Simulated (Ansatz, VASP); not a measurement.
## One calculation of HfO2, two programs

The input INCAR:

```
SYSTEM = HfO2
PREC = Accurate
ENCUT = 520
EDIFF = 1E-6
ISMEAR = 0
SIGMA = 0.05
LREAL = .False.
LASPH = .True.
NELM = 100
ALGO = Normal
ISIF = 2
LWAVE = .False.
LCHARG = .False.
GGA = PS
NBANDS = 18
```

KPOINTS

```
Automatic mesh
0
Gamma
  8 8 8
  0 0 0
```

File POSCAR:

```
HfO2
1.0
    0.0000000000      2.6103397544      2.3455226779
    2.6103397544      0.0000000000      2.3455226779
    2.6103397544      2.6103397544      0.0000000000
Hf O
1 2
Direct
   -0.0029392237      0.0029392237      0.0029392237
    0.2663952796      0.2336047204      0.2336047204
    0.7663952796      0.7336047204      0.7336047204
```

Input for Ansatz:

```yaml
crystal:
  lattice:
    - [0.0, 2.6103397544, 2.3455226779]
    - [2.6103397544, 0.0, 2.3455226779]
    - [2.6103397544, 2.6103397544, 0.0]
  atoms:
    - { symbol: Hf, position: [-0.0029392237, 0.0029392237, 0.0029392237] }
    - { symbol: O, position: [0.2663952796, 0.2336047204, 0.2336047204] }
    - { symbol: O, position: [0.7663952796, 0.7336047204, 0.7336047204] }
basis:
  ecutwfc: 520.0
kpoints:
  mp_grid: { grid: [8, 8, 8] }
hamiltonian:
  xc: pbesol
  pseudopotentials: { kind: paw, azcp: { folder: soft_1 } }
scf:
  occupations: { method: gaussian, width: 0.05 }
output:
  forces: true
  stress: true
  eigenvalues: true
```

Change from the starting cell: mode 4 frozen in at -0.083 Å, strain +e along z and -e/2 along x and y -0.0700.

Alike in both runs: task single point; functional PBEsol; k mesh 8 × 8 × 8; occupations gaussian, width 0.05 eV; no spin polarisation.

```csv
,VASP,Ansatz
version,VASP 6.6.1,Ansatz 0.2.0
potentials or method,"VASP PAW PBE potentials, release 64 (Hf_pv, O), cutoff 520 eV","scalar-relativistic, plane waves, PAW"
valence electrons in the cell,22,38
```

Ansatz gave:

```
gap on the k mesh at the Fermi level (eV)                     : 2.46
least direct gap on the mesh (eV)                             : 2.69
pressure (GPa)                                                : 2.9
traceless stress, the component that is largest in VASP (GPa) : 33.42
rms of the force components (eV/Å)                            : 0.214
```

Question: What did VASP give for the same quantities?

Answer: gap on the k mesh at the Fermi level (eV): 2.44; least direct gap on the mesh (eV): 2.68; pressure (GPa): -0.8; traceless stress, the component that is largest in VASP (GPa): 33.97; rms of the force components (eV/Å): 0.204.

VASP's potentials were made for PBE, not for PBEsol, and Ansatz warns of the same on its side. Atom by atom the forces differ by 0.010 eV/Å (rms over components). With one functional, cell and mesh, what is left measures potentials, basis and numerics. VASP's potentials hold 22 valence electrons a cell and Ansatz's 38, so a difference there can come from the potentials and not from the codes.

Spin-orbit coupling is off throughout.
